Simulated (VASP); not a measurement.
# ScAl3 in VASP: further runs

Runs on ScAl3. Level: PBE. Tasks: single point.

All numbers are computed with VASP 6.6.1; they aren't measurements. Logs are shortened: lines on timing, memory, paths and dates and some standing lists are left out, and cuts for length are marked.

### Step 1. The cell of the first run

The cell holds an amorphous packing of atoms, 16 atoms: a = 7.028 Å, b = 6.647 Å, c = 6.679 Å, α = 84.44°, β = 90.08°, γ = 86.64°.

### Step 2. Single point, PBE

The input, INCAR:

```
SYSTEM = ScAl3
PREC     = Accurate       ! precision mode
ENCUT    = 520            ! plane-wave cutoff, eV
EDIFF    = 1E-7           ! SCF threshold, eV
ISMEAR   = -1             ! smearing method
SIGMA    = 0.1801         ! smearing width, eV
LREAL    = Auto         
LASPH    = .True.         ! aspherical terms in the spheres
NELM     = 60             ! most SCF steps
ALGO     = Normal         ! electronic algorithm
ISIF     = 2              ! what is computed and relaxed
LWAVE    = .False.        ! write WAVECAR
LCHARG   = .False.        ! write CHGCAR
GGA      = PE             ! functional
NBANDS   = 54             ! bands
ISYM     = 0
```

The input, KPOINTS:

```
Automatic mesh
0
Gamma
  1 1 1
  0.25 0.25 0.25
```

The input, POSCAR:

```
ScAl3
1.0
    7.0248240000      0.2007760000     -0.0094590000
    0.2007760000      6.6358760000      0.3234210000
   -0.0094590000      0.3234210000      6.6710660000
Sc Al
4 12
Direct
    0.4670145814      0.9827201803      0.6462487626
    0.8192720339      0.1937026362      0.4235846256
    0.6604213744      0.6704252555     -0.0623510067
    0.3966511210      0.4739946079      0.2653616548
    0.2610894343      0.1858387698      1.0626164520
    1.0054061301      0.4789150306      0.6882076955
    1.1960796865      0.2111750456      0.4230012525
   -0.0913592169      0.8957724478      0.1098625336
    0.5538779035     -0.0099962191      0.2096192900
    1.0441886894      1.0328098312      0.7523197331
    0.9976486127      0.5276924262      0.1241032462
    0.7547070177      0.2272096779      0.8315065977
    0.7140379973      0.6602331103      0.4527141288
    0.2227578712      0.6949121886      0.9253123671
    0.4557290828      0.4690386932      0.6629994034
    0.1410006267      0.7828067123      0.4953363668
```

Potentials or basis: VASP PAW PBE potentials, release 64 (Sc_sv, Al).

Launch:

```
$ cat potpaw_PBE.64/Sc_sv/POTCAR potpaw_PBE.64/Al/POTCAR > POTCAR
$ mpirun -np 1 vasp_std > vasp.out
```

OUTCAR:

```text
SYSTEM = ScAl3
   PREC = Accurate
   ENCUT = 520
   EDIFF = 1E-7
   ISMEAR = -1
   LREAL = Auto
   LASPH = .True.
   NELM = 60
   ISIF = 2
   GGA = PE
   ISYM = 0

 ion  position               nearest neighbor table
   1  0.467  0.983  0.646-   7 2.71  16 2.94   3 2.97   9 2.98  12 3.00  10 3.06  13 3.06  14 3.13
                             2 3.21  15 3.24
   2  0.819  0.194  0.424-   7 2.66  12 2.79  10 2.79   9 2.83   6 3.06   8 3.06  11 3.16  13 3.17
                             1 3.21
   3  0.660  0.670  0.938-   8 2.69  11 2.75  15 2.81   1 2.97   9 2.99  14 3.07   4 3.11  12 3.13
                             6 3.21  13 3.27
   4  0.397  0.474  0.265-   7 2.47   5 2.67  15 2.68  14 2.82  13 2.95  11 2.95   3 3.11  16 3.16
                             9 3.39
   5  0.261  0.186  0.063-   7 2.47   9 2.51   4 2.67  10 2.87  11 2.91   8 3.22
   6  0.005  0.479  0.688-  16 2.52  12 2.62  13 2.73  14 2.76   7 2.90  10 2.95  11 2.96   2 3.06
                            15 3.17   3 3.21
   7  0.196  0.211  0.423-   4 2.47   5 2.47  10 2.65   2 2.66   1 2.71  16 2.89   6 2.90  11 3.03
                            15 3.12   9 3.24
   8  0.909  0.896  0.110-  11 2.48   9 2.64  10 2.67   3 2.69  14 2.86  12 2.90  13 3.02  16 3.05
                             2 3.06   5 3.22
   9  0.554  0.990  0.210-   5 2.51   8 2.64  13 2.78   2 2.83   1 2.98   3 2.99  12 3.22   7 3.24
                             4 3.39
  10  0.044  0.033  0.752-  12 2.43  16 2.57   7 2.65  14 2.67   8 2.67   2 2.79   5 2.87   6 2.95
                             1 3.06
  11  0.998  0.528  0.124-  14 2.33   8 2.48   3 2.75   5 2.91   4 2.95   6 2.96   7 3.03  13 3.12
                             2 3.16  16 3.32
  12  0.755  0.227  0.832-  10 2.43   6 2.62  15 2.74   2 2.79   8 2.90   1 3.00   3 3.13   9 3.22

  13  0.714  0.660  0.453-  15 2.61   6 2.73   9 2.78   4 2.95   8 3.02   1 3.06  11 3.12   2 3.17
                            16 3.17   3 3.27
  14  0.223  0.695  0.925-  11 2.33  10 2.67   6 2.76   4 2.82   8 2.86  15 2.87  16 2.92   3 3.07
                             1 3.13
  15  0.456  0.469  0.663-  13 2.61   4 2.68  12 2.74   3 2.81  14 2.87  16 3.08   7 3.12   6 3.17
                             1 3.24
  16  0.141  0.783  0.495-   6 2.52  10 2.57   7 2.89  14 2.92   1 2.94   8 3.05  15 3.08   4 3.16
                            13 3.17  11 3.32

IMPORTANT INFORMATION: All symmetrisations will be switched off!
NOSYMM: (Re-)initialisation of all symmetry stuff for point group C_1.

----------------------------------------------------------------------------------------

                                     Primitive cell

  volume of cell :     309.9719

  direct lattice vectors                    reciprocal lattice vectors
     7.024824000  0.200776000 -0.009459000     0.142476656 -0.004330873  0.000411985
     0.200776000  6.635876000  0.323421000    -0.004330873  0.151184571 -0.007335744
    -0.009459000  0.323421000  6.671066000     0.000411985 -0.007335744  0.150257310

  length of vectors
     7.027698962  6.646785872  6.678908009     0.142543059  0.151424385  0.150436837

  position of ions in fractional coordinates (direct lattice)
     0.467014581  0.982720180  0.646248763
     0.819272034  0.193702636  0.423584626
     0.660421374  0.670425255  0.937648993
     0.396651121  0.473994608  0.265361655
     0.261089434  0.185838770  0.062616452
     0.005406130  0.478915031  0.688207695
[... 8 lines left out ...]
     0.455729083  0.469038693  0.662999403
     0.141000627  0.782806712  0.495336367

  ion indices of the primitive-cell ions
   primitive index   ion index
                 1           1
                 2           2
                 3           3
                 4           4
                 5           5
                 6           6
[... 8 lines left out ...]
                15          15
                16          16

----------------------------------------------------------------------------------------

 KPOINTS: Automatic mesh

Automatic generation of k-mesh.
 Grid dimensions read from file:
 generate k-points for:    1    1    1

 Generating k-lattice:

  Cartesian coordinates                     Fractional coordinates (reciprocal lattice)
     0.142476656 -0.004330873  0.000411985     1.000000000 -0.000000000  0.000000000
    -0.004330873  0.151184571 -0.007335744    -0.000000000  1.000000000  0.000000000
     0.000411985 -0.007335744  0.150257310     0.000000000  0.000000000  1.000000000

  Length of vectors
     0.142543059  0.151424385  0.150436837

  Shift w.r.t. Gamma in fractional coordinates (k-lattice)
     0.250000000  0.250000000  0.250000000

 Subroutine IBZKPT returns following result:
 ===========================================

 Found      1 irreducible k-points:

 Following reciprocal coordinates:
            Coordinates               Weight
  0.250000  0.250000  0.250000      2.000000
   k-points           NKPTS =      1   k-points in BZ     NKDIM =      1   number of bands    NBANDS=     54
   number of dos      NEDOS =    301   number of ions     NIONS =     16
   total plane-waves  NPLWV = 135000
   dimension x,y,z NGX =    54 NGY =   50 NGZ =   50
   dimension x,y,z NGXF=   108 NGYF=  100 NGZF=  100
   ions per type =               4  12
   NGX,Y,Z   is equivalent  to a cutoff of  12.77, 12.51, 12.45 a.u.
   NGXF,Y,Z  is equivalent  to a cutoff of  25.55, 25.01, 24.89 a.u.
 SYSTEM =  ScAl3
   PREC   = accura    normal or accurate (medium, high low for compatibility)
   ISTART =      0    job   : 0-new  1-cont  2-samecut
   ICHARG =      2    charge: 1-file 2-atom 10-const
   ISPIN  =      1    spin polarized calculation?
   LNONCOLLINEAR =      F non collinear calculations
   LSORBIT =      F    spin-orbit coupling
   LASPH  =      T    aspherical Exc in radial PAW
   ENCUT  =  520.0 eV  38.22 Ry    6.18 a.u.  13.07 12.36 12.42*2*pi/ulx,y,z
   NELM   =     60;   NELMIN=  2; NELMDL= -5     # of ELM steps
   EDIFF  = 0.1E-06   stopping-criterion for ELM
   LREAL  =      T    real-space projection
   EDIFFG = 0.1E-05   stopping-criterion for IOM
   NSW    =      0    number of steps for IOM
   IBRION =     -1    ionic relax: 0-MD 1-quasi-New 2-CG
   NFREE  =      0    steps in history (QN), initial steepest desc. (CG)
   ISIF   =      2    stress and relaxation
   ISYM   =      0    0-nonsym 1-usesym 2-fastsym
   POTIM  = 0.5000    time-step for ionic-motion
   TEBEG  =    0.0;   TEEND  =   0.0 temperature during run
   PSTRESS=    0.0 pullay stress
   NELECT =      80.0000    total number of electrons
   NUPDOWN=      -1.0000    fix difference up-down
   EMIN   =  10.00;   EMAX   =-10.00  energy-range for DOS
   EFERMI =   0.00;   METHOD = LEGACY
   ISMEAR =    -1;   SIGMA  =   0.18  broadening in eV -4-tet -1-fermi 0-gaus
   EFERMI_NEDOS =   21; number of points for ismear=-14 and -15
   IALGO  =     38    algorithm
   IMIX   =      4    mixing-type and parameters
     AMIX     =   0.40;   BMIX     =  1.00
     AMIX_MAG =   1.60;   BMIX_MAG =  1.00
  volume/ion in A,a.u.               =      19.37       130.74
  Fermi-wavevector in a.u.,A,eV,Ry     =   1.042311  1.969682 14.781539  1.086412
  Thomas-Fermi vector in A             =   2.176971
   LORBIT       =      0    0 simple, 1 ext, 2 COOP (PROOUT), +10 PAW based schemes
   GGA     = PE    functional components
   LHFCALC =     F    Hartree Fock is set to
   AEXX    =    0.0000 exact exchange contribution
   IVDW    =     0    specifies the selected vdW correction
   LEPSILON=     F    determine dielectric tensor
   LRPA    =     F    only Hartree local field effects (RPA)
 non-spin polarized calculation
  energy-cutoff  :      520.00
  volume of cell :      309.97
 maximum number of plane-waves:      8348
 NGX is ok and might be reduce to    54
   NGX = 27   NGY = 25   NGZ = 25

 number of electron      80.0000000 magnetization

 Free energy of the ion-electron system (eV)
  ---------------------------------------------------
  ext. energy  EPLUGINS =         0.00000000
  ---------------------------------------------------
  free energy    TOTEN  =       -68.43921929 eV

  energy without entropy =      -67.39672705  energy(sigma->0) =      -67.91797317

 E-fermi :   6.0091     XC(G=0):  -9.8537

 val. band max:        5.9212222494   @ k =   0.2500   0.2500   0.2500
 cond. band min:       6.1666705375   @ k =   0.2500   0.2500   0.2500
 fundamental gap:      0.2454482881
 Fermi energy:         6.0090642652

 k-point     1 :       0.2500    0.2500    0.2500
  band No.  band energies     occupation
      1     -43.4793      2.00000
      2     -43.4141      2.00000
      3     -43.3813      2.00000
      4     -43.0633      2.00000
      5     -22.2889      2.00000
      6     -22.2052      2.00000
[... 44 lines left out ...]
     51       7.7230      0.00015
     52       7.8454      0.00007
 [bands above 52 left out]

------------------------ aborting loop because EDIFF is reached ----------------------------------------

  FORCE on cell =-STRESS in cart. coord.  units (eV):
  Direction    XX          YY          ZZ          XY          YZ          ZX
  --------------------------------------------------------------------------------------
  -------------------------------------------------------------------------------------
  Total       12.7896443      2.9098871      8.1478537     -1.7766189    -10.0506887     -4.3848673
  in kB       66.1068808     15.0405718     42.1144778     -9.1829553    -51.9498170    -22.6644222
  external PRESSURE =      41.0873101 kB  Pullay stress =       0.0000000 kB

 VOLUME and BASIS-vectors are now :
 -----------------------------------------------------------------------------
  energy-cutoff  :      520.00
  volume of cell :      309.97
      direct lattice vectors                 reciprocal lattice vectors
     7.024824000  0.200776000 -0.009459000     0.142476656 -0.004330873  0.000411985
     0.200776000  6.635876000  0.323421000    -0.004330873  0.151184571 -0.007335744
    -0.009459000  0.323421000  6.671066000     0.000411985 -0.007335744  0.150257310

 POSITION                                       TOTAL-FORCE (eV/Angst)
 -----------------------------------------------------------------------------------
      3.47189      6.82398      4.62458        -0.366515     -0.155926      0.440322
      5.79013      1.58687      2.88066        -0.714952      0.649232     -0.527571
      4.76508      4.88471      6.46570         0.249687     -0.438660     -0.191640
      2.87906      3.31083      1.91979         1.157291      1.243771     -0.863735
      1.87083      1.30588      0.47535        -0.749582     -0.075180     -2.170357
      0.12762      3.40169      4.74592        -0.412952     -0.913076      0.036792
[... 8 lines left out ...]
      3.28932      3.41841      4.57030        -0.073680     -0.177562      1.114633
      1.14299      5.38312      3.55626         0.574313      0.572024     -1.164328
 -----------------------------------------------------------------------------------
    total drift:                                0.002980      0.001793     -0.005323

  FREE ENERGIE OF THE ION-ELECTRON SYSTEM (eV)
  ---------------------------------------------------
  free  energy   TOTEN  =       -68.4392192923 eV

  energy  without entropy=      -67.3967270544  energy(sigma->0) =      -67.91797317
```

Wall time 44 s (1 thread of Intel Xeon Platinum 8559C (Emerald Rapids), shared host); peak memory 0.32 GiB.

Results:

- Free energy: -68.4392 eV
- Pressure: 4.1 GPa
- Largest force: 2.903 eV/Å
- Band gap on the k mesh: 0.25 eV

Forces in eV/Å, atoms in the order of the input:
```
Sc  -0.367 -0.156  0.440
Sc  -0.715  0.649 -0.528
Sc   0.250 -0.439 -0.192
Sc   1.157  1.244 -0.864
Al  -0.750 -0.075 -2.170
Al  -0.413 -0.913  0.037
Al  -0.906 -0.750  1.188
Al   0.497  1.345  0.834
Al  -0.008 -0.258 -0.043
Al   1.007 -0.061  0.334
Al  -0.707 -2.171  1.793
Al  -1.727  0.389  1.486
Al   0.467  0.129 -0.673
Al   1.713  0.673 -1.592
Al  -0.074 -0.178  1.115
Al   0.574  0.572 -1.164
```

Stress tensor (GPa, compression positive):
```
 6.61 -0.92 -2.27
-0.92  1.50 -5.19
-2.27 -5.19  4.21
```

Caveat: the k points lie up to 0.95 Å⁻¹ apart.

(Part 1 of 2 ends here.)
